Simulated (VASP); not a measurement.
Wanted: the native input for a VASP 6.6.1 run.

```yaml
Task: single point
Functional: PBEsol
Potentials_or_basis: VASP PAW PBE potentials, release 64 (Sn_d, Cu)
Cutoff: 520 eV
k_mesh: 7 × 7 × 7
Occupations: fermi-dirac, width 0.05 eV
Spin: no spin polarisation
Dipole_correction: no
Further_INCAR_settings: ALGO = Fast; EDIFF = 1e-06; NBANDS = 34
```

The structure of CuSn3 lies in POSCAR:

```
CuSn3
1.0
   -2.2399030000      2.2399030000      4.8219969600
    2.2399030000     -2.2399030000      4.8219969600
    2.2399030000      2.2399030000     -4.8219969600
Sn Cu
3 1
Direct
    0.5000000000      0.5000000000      0.0000000000
    0.2500000000      0.7500000000      0.5000000000
    0.7500000000      0.2500000000      0.5000000000
    0.0000000000      0.0000000000      0.0000000000
```

The input as run:

INCAR

```
PREC = Accurate
ENCUT = 520
EDIFF = 1E-6
ISMEAR = -1
SIGMA = 0.05
LREAL = False
LASPH = True
NELM = 60
ALGO = Fast
ISIF = 2
LWAVE = False
LCHARG = False
GGA = PS
NBANDS = 34
```

KPOINTS

```
regular mesh
0
Gamma
  7 7 7
```

Potentials or basis: VASP PAW PBE potentials, release 64 (Sn_d, Cu).

Run with:

```sh
$ cat potpaw_PBE.64/Sn_d/POTCAR potpaw_PBE.64/Cu/POTCAR > POTCAR
$ mpirun -np 1 vasp_std > vasp.out
```

It gave:

The pressure is -3.5 GPa and the band gap on the k mesh is zero (an odd number of electrons rules out a gap without spin polarisation).

Caveat: the cell stands under tension; the PAW data sets were made with another functional, which shifts forces and pressure a little; spin-orbit coupling is left out, which moves the levels of the heavy elements.

Wall time 4.7 min on 1 thread of Intel Xeon 8259CL (shared host), peak memory 0.38 GiB.
